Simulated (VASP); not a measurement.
# SnO (P6_3/mmc) in VASP: notebook

Aim: see how the results for SnO move with the level of theory and the settings. Levels: PBE, r2SCAN. Tasks: single point.

Program: VASP 6.6.1. These are calculated values, not measurements. Logs are shortened: lines on timing, memory, paths and dates and some standing lists are left out, and cuts for length are marked.

## Step 1: The cell of the first run

Symmetry: P6_3/mmc, No. 194, hexagonal system. The conventional cell has a = 4.175 Å, b = 4.175 Å, c = 5.231 Å, α = 90.00°, β = 90.00°, γ = 120.00°. Within 3.2 Å of Sn (site symmetry -6m2) lie 5 O at 2.41 to 2.62 Å. O (site symmetry -6m2) has 5 Sn at 2.41 to 2.62 Å within 3.2 Å.

## Step 2: Single point, PBE

Contents of INCAR:

```
PREC = Accurate
ENCUT = 520
EDIFF = 1E-6
ISMEAR = 0
SIGMA = 0.01
LREAL = False
LASPH = True
NELM = 100
ALGO = Normal
ISIF = 2
LWAVE = False
LCHARG = False
GGA = PE
NBANDS = 28
```

Contents of KPOINTS:

```
regular mesh
0
Gamma
  6 6 4
```

Contents of POSCAR:

```
SnO
1.0
    4.1745673351      0.0000000000      0.0000000000
   -2.0872836675      3.6152813620      0.0000000000
    0.0000000000      0.0000000000      5.2308963918
Sn O
2 2
Direct
    0.3333333333      0.6666666667      0.2500000000
    0.6666666667      0.3333333333      0.7500000000
    0.6666666667      0.3333333333      0.2500000000
    0.3333333333      0.6666666667      0.7500000000
```

Potentials or basis: VASP PAW PBE potentials, release 64 (Sn_d, O).

On the command line:

```
$ cat potpaw_PBE.64/Sn_d/POTCAR potpaw_PBE.64/O/POTCAR > POTCAR
$ mpirun -np 1 vasp_std > vasp.out
```

OUTCAR:

```text
PREC = Accurate
   ENCUT = 520
   EDIFF = 1E-6
   ISMEAR = 0
   LREAL = False
   LASPH = True
   NELM = 100
   ISIF = 2
   GGA = PE

 ion  position               nearest neighbor table
   1  0.333  0.667  0.250-   3 2.41   3 2.41   3 2.41   4 2.62   4 2.62   2 3.56   2 3.56   2 3.56
                             2 3.56   2 3.56   2 3.56
   2  0.667  0.333  0.750-   4 2.41   4 2.41   4 2.41   3 2.62   3 2.62   1 3.56   1 3.56   1 3.56
                             1 3.56   1 3.56   1 3.56
   3  0.667  0.333  0.250-   1 2.41   1 2.41   1 2.41   2 2.62   2 2.62
   4  0.333  0.667  0.750-   2 2.41   2 2.41   2 2.41   1 2.62   1 2.62

  LATTYP: Found a hexagonal cell.
 ALAT       =     4.1745673351
 C/A-ratio  =     1.2530391707

  Lattice vectors:

 A1 = (   4.1745673351,   0.0000000000,   0.0000000000)
 A2 = (  -2.0872836675,   3.6152813620,   0.0000000000)
 A3 = (   0.0000000000,   0.0000000000,   5.2308963918)

Analysis of symmetry for initial positions (statically):
=====================================================================
 Subroutine PRICEL returns:
 Original cell was already a primitive cell.

 Routine SETGRP: Setting up the symmetry group for a
 hexagonal supercell.

 Subroutine GETGRP returns: Found 24 space group operations
 (whereof 12 operations were pure point group operations)
 out of a pool of 24 trial point group operations.

The static configuration has the point symmetry D_3d.
 The point group associated with its full space group is D_6h.

Analysis of symmetry for dynamics (positions and initial velocities):
=====================================================================
 Subroutine PRICEL returns:
 Original cell was already a primitive cell.

 Routine SETGRP: Setting up the symmetry group for a
 hexagonal supercell.

 Subroutine GETGRP returns: Found 24 space group operations
 (whereof 12 operations were pure point group operations)
 out of a pool of 24 trial point group operations.

The dynamic configuration has the point symmetry D_3d.
 The point group associated with its full space group is D_6h.

 Subroutine INISYM returns: Found 24 space group operations
 (whereof 12 operations are pure point group operations),
 and found     1 'primitive' translations

----------------------------------------------------------------------------------------

                                     Primitive cell

  volume of cell :      78.9459

  direct lattice vectors                    reciprocal lattice vectors
     4.174567335  0.000000000  0.000000000     0.239545783  0.138301822  0.000000000
    -2.087283667  3.615281362  0.000000000     0.000000000  0.276603644  0.000000000
     0.000000000  0.000000000  5.230896392     0.000000000  0.000000000  0.191171823

  length of vectors
     4.174567335  4.174567335  5.230896392     0.276603644  0.276603644  0.191171823

  position of ions in fractional coordinates (direct lattice)
     0.333333333  0.666666667  0.250000000
     0.666666667  0.333333333  0.750000000
     0.666666667  0.333333333  0.250000000
     0.333333333  0.666666667  0.750000000

  ion indices of the primitive-cell ions
   primitive index   ion index
                 1           1
                 2           2
                 3           3
                 4           4

----------------------------------------------------------------------------------------

 KPOINTS: regular mesh

Automatic generation of k-mesh.
 Grid dimensions read from file:
 generate k-points for:    6    6    4

 Generating k-lattice:

  Cartesian coordinates                     Fractional coordinates (reciprocal lattice)
     0.039924297  0.023050304  0.000000000     0.166666667  0.000000000  0.000000000
     0.000000000  0.046100607  0.000000000     0.000000000  0.166666667  0.000000000
     0.000000000  0.000000000  0.047792956     0.000000000  0.000000000  0.250000000

  Length of vectors
     0.046100607  0.046100607  0.047792956

  Shift w.r.t. Gamma in fractional coordinates (k-lattice)
     0.000000000  0.000000000  0.000000000

 Subroutine IBZKPT returns following result:
 ===========================================

 Found     21 irreducible k-points:

 Following reciprocal coordinates:
            Coordinates               Weight
  0.000000  0.000000  0.000000      1.000000
  0.166667 -0.000000  0.000000      6.000000
  0.333333  0.000000  0.000000      6.000000
  0.500000  0.000000  0.000000      3.000000
  0.166667  0.166667  0.000000      6.000000
  0.333333  0.166667  0.000000     12.000000
[... 13 lines left out ...]
  0.333333  0.166667  0.500000     12.000000
  0.333333  0.333333  0.500000      2.000000
   k-points           NKPTS =     21   k-points in BZ     NKDIM =     21   number of bands    NBANDS=     28
   number of dos      NEDOS =    301   number of ions     NIONS =      4
   total plane-waves  NPLWV =  40960
   dimension x,y,z NGX =    32 NGY =   32 NGZ =   40
   dimension x,y,z NGXF=    64 NGYF=   64 NGZF=   80
   ions per type =               2   2
   NGX,Y,Z   is equivalent  to a cutoff of  12.74, 12.74, 12.71 a.u.
   NGXF,Y,Z  is equivalent  to a cutoff of  25.49, 25.49, 25.43 a.u.
 SYSTEM =  unknown system
   PREC   = accura    normal or accurate (medium, high low for compatibility)
   ISTART =      0    job   : 0-new  1-cont  2-samecut
   ICHARG =      2    charge: 1-file 2-atom 10-const
   ISPIN  =      1    spin polarized calculation?
   LNONCOLLINEAR =      F non collinear calculations
   LSORBIT =      F    spin-orbit coupling
   LASPH  =      T    aspherical Exc in radial PAW
   ENCUT  =  520.0 eV  38.22 Ry    6.18 a.u.   7.76  7.76  9.73*2*pi/ulx,y,z
   NELM   =    100;   NELMIN=  2; NELMDL= -5     # of ELM steps
   EDIFF  = 0.1E-05   stopping-criterion for ELM
   LREAL  =      F    real-space projection
   EDIFFG = 0.1E-04   stopping-criterion for IOM
   NSW    =      0    number of steps for IOM
   IBRION =     -1    ionic relax: 0-MD 1-quasi-New 2-CG
   NFREE  =      0    steps in history (QN), initial steepest desc. (CG)
   ISIF   =      2    stress and relaxation
   ISYM   =      2    0-nonsym 1-usesym 2-fastsym
   POTIM  = 0.5000    time-step for ionic-motion
   TEBEG  =    0.0;   TEEND  =   0.0 temperature during run
   PSTRESS=    0.0 pullay stress
   NELECT =      40.0000    total number of electrons
   NUPDOWN=      -1.0000    fix difference up-down
   EMIN   =  10.00;   EMAX   =-10.00  energy-range for DOS
   EFERMI =   0.00;   METHOD = LEGACY
   ISMEAR =     0;   SIGMA  =   0.01  broadening in eV -4-tet -1-fermi 0-gaus
   EFERMI_NEDOS =   21; number of points for ismear=-14 and -15
   IALGO  =     38    algorithm
   IMIX   =      4    mixing-type and parameters
     AMIX     =   0.40;   BMIX     =  1.00
     AMIX_MAG =   1.60;   BMIX_MAG =  1.00
  volume/ion in A,a.u.               =      19.74       133.19
  Fermi-wavevector in a.u.,A,eV,Ry     =   1.305123  2.466326 23.175446  1.703347
  Thomas-Fermi vector in A             =   2.436014
   LORBIT       =      0    0 simple, 1 ext, 2 COOP (PROOUT), +10 PAW based schemes
   GGA     = PE    functional components
   LHFCALC =     F    Hartree Fock is set to
   AEXX    =    0.0000 exact exchange contribution
   IVDW    =     0    specifies the selected vdW correction
   LEPSILON=     F    determine dielectric tensor
   LRPA    =     F    only Hartree local field effects (RPA)
 non-spin polarized calculation
 Gauss-broadening in eV      SIGMA  =   0.01
  energy-cutoff  :      520.00
  volume of cell :       78.95
 maximum number of plane-waves:      2149
 NGX is ok and might be reduce to    32
   NGX = 15   NGY = 15   NGZ = 19

 number of electron      39.9999995 magnetization

 Free energy of the ion-electron system (eV)
  ---------------------------------------------------
  ext. energy  EPLUGINS =         0.00000000
  ---------------------------------------------------
  free energy    TOTEN  =       -20.93315097 eV

  energy without entropy =      -20.93315097  energy(sigma->0) =      -20.93315097

 E-fermi :   6.2591     XC(G=0):  -9.6690

 val. band max:        6.2147207845   @ k =   0.3333   0.3333   0.5000
 cond. band min:       6.6923005771   @ k =   0.3333   0.3333   0.5000
 fundamental gap:      0.4775797926
 Fermi energy:         6.2590584781

 k-point     1 :       0.0000    0.0000    0.0000
  band No.  band energies     occupation
      1     -15.7545      2.00000
      2     -15.6134      2.00000
      3     -15.6134      2.00000
      4     -15.5619      2.00000
      5     -15.5619      2.00000
      6     -15.5593      2.00000
[... 20 lines left out ...]
     27      13.1250      0.00000
     28      15.7204      0.00000

 k-point     2 :       0.1667   -0.0000    0.0000
  band No.  band energies     occupation
      1     -15.7500      2.00000
      2     -15.6173      2.00000
      3     -15.6126      2.00000
      4     -15.5834      2.00000
      5     -15.5590      2.00000
      6     -15.5539      2.00000
[... 20 lines left out ...]
     27      14.4687      0.00000
     28      14.9064      0.00000

 k-point     3 :       0.3333    0.0000    0.0000
  band No.  band energies     occupation
      1     -15.7392      2.00000
      2     -15.6244      2.00000
      3     -15.6233      2.00000
      4     -15.6108      2.00000
      5     -15.5521      2.00000
      6     -15.5499      2.00000
[... 20 lines left out ...]
     27      14.1596      0.00000
     28      14.1941      0.00000

 k-point     4 :       0.5000    0.0000    0.0000
  band No.  band energies     occupation
      1     -15.7312      2.00000
      2     -15.6457      2.00000
      3     -15.6277      2.00000
      4     -15.6095      2.00000
      5     -15.5577      2.00000
      6     -15.5450      2.00000
[... 20 lines left out ...]
     27      13.8762      0.00000
     28      13.9040      0.00000

 k-point     5 :       0.1667    0.1667    0.0000
  band No.  band energies     occupation
      1     -15.7407      2.00000
      2     -15.6249      2.00000
      3     -15.6146      2.00000
      4     -15.6083      2.00000
      5     -15.5515      2.00000
      6     -15.5509      2.00000
[... 20 lines left out ...]
     27      12.9933      0.00000
     28      15.7135      0.00000

 k-point     6 :       0.3333    0.1667    0.0000
  band No.  band energies     occupation
      1     -15.7234      2.00000
      2     -15.6512      2.00000
      3     -15.6325      2.00000
      4     -15.6008      2.00000
      5     -15.5632      2.00000
      6     -15.5508      2.00000
[... 370 lines left out ...]
      5     -15.5851      2.00000
      6     -15.5851      2.00000
[... 20 lines left out ...]
     27      15.0584      0.00000
     28      15.0584      0.00000

 k-point    19 :       0.1667    0.1667    0.5000
  band No.  band energies     occupation
      1     -15.6420      2.00000
      2     -15.6420      2.00000
      3     -15.5918      2.00000
      4     -15.5918      2.00000
      5     -15.5694      2.00000
      6     -15.5694      2.00000
[... 20 lines left out ...]
     27      15.0418      0.00000
     28      15.0418      0.00000

 k-point    20 :       0.3333    0.1667    0.5000
  band No.  band energies     occupation
      1     -15.6344      2.00000
      2     -15.6344      2.00000
      3     -15.5962      2.00000
      4     -15.5962      2.00000
      5     -15.5841      2.00000
      6     -15.5841      2.00000
[... 20 lines left out ...]
     27      15.4715      0.00000
     28      15.4715      0.00000

 k-point    21 :       0.3333    0.3333    0.5000
  band No.  band energies     occupation
      1     -15.6228      2.00000
      2     -15.6228      2.00000
      3     -15.6061      2.00000
      4     -15.6061      2.00000
      5     -15.5835      2.00000
      6     -15.5835      2.00000
[... 20 lines left out ...]
     27      16.0340      0.00000
     28      16.0340      0.00000

------------------------ aborting loop because EDIFF is reached ----------------------------------------

  FORCE on cell =-STRESS in cart. coord.  units (eV):
  Direction    XX          YY          ZZ          XY          YZ          ZX
  --------------------------------------------------------------------------------------
  -------------------------------------------------------------------------------------
  Total       -0.0484892     -0.0484892     -0.0115785     -0.0000000      0.0000000      0.0000000
  in kB       -0.9840704     -0.9840704     -0.2349807     -0.0000000      0.0000000      0.0000000
  external PRESSURE =      -0.7343738 kB  Pullay stress =       0.0000000 kB

 VOLUME and BASIS-vectors are now :
 -----------------------------------------------------------------------------
  energy-cutoff  :      520.00
  volume of cell :       78.95
      direct lattice vectors                 reciprocal lattice vectors
     4.174567335  0.000000000  0.000000000     0.239545783  0.138301822  0.000000000
    -2.087283667  3.615281362  0.000000000     0.000000000  0.276603644  0.000000000
     0.000000000  0.000000000  5.230896392     0.000000000  0.000000000  0.191171823

 POSITION                                       TOTAL-FORCE (eV/Angst)
 -----------------------------------------------------------------------------------
     -0.00000      2.41019      1.30772         0.000000     -0.000000      0.000000
      2.08728      1.20509      3.92317         0.000000      0.000000      0.000000
      2.08728      1.20509      1.30772        -0.000000      0.000000      0.000000
     -0.00000      2.41019      3.92317         0.000000     -0.000000      0.000000
 -----------------------------------------------------------------------------------
    total drift:                                0.000000     -0.000000      0.000000

  FREE ENERGIE OF THE ION-ELECTRON SYSTEM (eV)
  ---------------------------------------------------
  free  energy   TOTEN  =       -20.9331509683 eV

  energy  without entropy=      -20.9331509683  energy(sigma->0) =      -20.93315097
```

Run time: 27 s. Hardware: 1 thread of AMD EPYC 9R45 (Zen 5), shared host; peak memory 0.17 GiB.

What came out:

```yaml
Free_energy: -20.9332 eV
Pressure: -0.1 GPa
Band_gap_on_the_k_mesh: 0.48 eV, direct
```

Caveat: spin-orbit coupling is left out, which moves the levels of the heavy elements.

## Step 3: Single point, PBE (volume changed by +3%)

Contents of INCAR:

```
SYSTEM = SnO
  PREC = Accurate
  ENCUT = 520
  EDIFF = 1E-7
  ISMEAR = 0
  SIGMA = 0.01
  LREAL = .False.
  LASPH = .True.
  NELM = 100
  ALGO = Normal
  ISIF = 2
  LWAVE = .False.
  LCHARG = .False.
  GGA = PE
  NBANDS = 28
```

Contents of KPOINTS:

```
Automatic mesh
0
Gamma
  6 6 4
  0 0 0
```

Contents of POSCAR:

```
SnO
1.0
    4.2159023732      0.0000000000      0.0000000000
   -2.1079511865      3.6510785550      0.0000000000
    0.0000000000      0.0000000000      5.2826908136
Sn O
2 2
Direct
    0.3333333333      0.6666666667      0.2500000000
    0.6666666667      0.3333333333      0.7500000000
    0.6666666667      0.3333333333      0.2500000000
    0.3333333333      0.6666666667      0.7500000000
```

Potentials or basis: VASP PAW PBE potentials, release 64 (Sn_d, O).

On the command line:

```
$ cat potpaw_PBE.64/Sn_d/POTCAR potpaw_PBE.64/O/POTCAR > POTCAR
$ mpirun -np 1 vasp_std > vasp.out
```

Wall time 29 s (1 thread of AMD EPYC 9R45 (Zen 5), shared host); peak memory 0.17 GiB.

The run converged. Its results:

| Quantity | Value |
| --- | --- |
| Free energy | -20.9187 eV |
| Pressure | -2.1 GPa |
| Band gap on the k mesh | 0.54 eV, direct |

Stress tensor (GPa, compression positive):
```
-2.18  0.00  0.00
 0.00 -2.18  0.00
 0.00  0.00 -1.93
```

Levels at points of the mesh, in eV from the valence-band top:
| k point | band 18 | band 19 | band 20 | band 21 | band 22 | band 23 |
| --- | --- | --- | --- | --- | --- | --- |
| (0.00, 0.00, 0.00) | -3.41 | -3.41 | -3.14 | 3.14 | 3.21 | 3.21 |
| (0.50, 0.00, 0.00) | -3.72 | -1.71 | -1.68 | 1.16 | 3.27 | 3.51 |
| (0.00, 0.00, 0.50) | -3.79 | -1.92 | -1.92 | 2.57 | 2.57 | 3.26 |
| (0.50, 0.00, 0.50) | -3.44 | -0.96 | -0.96 | 0.87 | 0.87 | 3.31 |

Caveat: spin-orbit coupling is left out, which moves the levels of the heavy elements. A k mesh can miss the band edges.

## Step 4: Single point, PBE (volume changed by +6%)

Contents of INCAR:

```
PREC     = Accurate       # precision mode
ENCUT    = 520            # plane-wave cutoff, eV
EDIFF    = 1E-7           # SCF threshold, eV
ISMEAR   = 0              # smearing method
SIGMA    = 0.01           # smearing width, eV
LREAL    = F              # projectors in reciprocal space
LASPH    = T              # aspherical terms in the spheres
NELM     = 100            # most SCF steps
ALGO     = Normal         # electronic algorithm
ISIF     = 2              # what is computed and relaxed
LWAVE    = F              # write WAVECAR
LCHARG   = T              # write CHGCAR
GGA      = PE             # functional
LELF     = T              # ELF
LVHAR    = T            
NBANDS   = 28             # bands
```

Contents of KPOINTS:

```
regular mesh
0
Gamma
  6 6 4
```

Contents of POSCAR:

```
SnO
1.0
    4.2564423829      0.0000000000      0.0000000000
   -2.1282211914      3.6861872334      0.0000000000
    0.0000000000      0.0000000000      5.3334890339
Sn O
2 2
Direct
    0.3333333333      0.6666666667      0.2500000000
    0.6666666667      0.3333333333      0.7500000000
    0.6666666667      0.3333333333      0.2500000000
    0.3333333333      0.6666666667      0.7500000000
```

On the command line:

```
$ cat potpaw_PBE.64/Sn_d/POTCAR potpaw_PBE.64/O/POTCAR > POTCAR
$ mpirun -np 1 vasp_std > vasp.out
```

It took 30 s on 1 thread of AMD EPYC 9R45 (Zen 5), shared host; peak memory 0.18 GiB.

The run converged. Its results:

* Free energy: -20.8765 eV
* Pressure: -3.8 GPa
* Band gap on the k mesh: 0.59 eV, direct

Stress tensor (GPa, compression positive):
```
-3.97  0.00  0.00
 0.00 -3.97  0.00
 0.00  0.00 -3.57
```

Levels at points of the mesh, in eV from the valence-band top:
```tsv
k point	band 16	band 17	band 18	band 19	band 20	band 21	band 22	band 23	band 24	band 25
(0.00, 0.00, 0.00)	-4.01	-4.01	-3.21	-3.21	-2.94	3.15	3.23	3.23	3.90	3.90
(0.50, 0.00, 0.00)	-4.63	-3.75	-3.52	-1.67	-1.59	1.24	3.25	3.56	3.76	4.23
(0.00, 0.00, 0.50)	-3.58	-3.58	-3.58	-1.83	-1.83	2.57	2.57	3.28	3.28	3.28
(0.50, 0.00, 0.50)	-4.12	-3.24	-3.24	-0.91	-0.91	0.91	0.91	3.33	3.33	4.42
```

Caveat: spin-orbit coupling is left out, which moves the levels of the heavy elements. A k mesh can miss the band edges.

(Continued in part 2 of 2.)
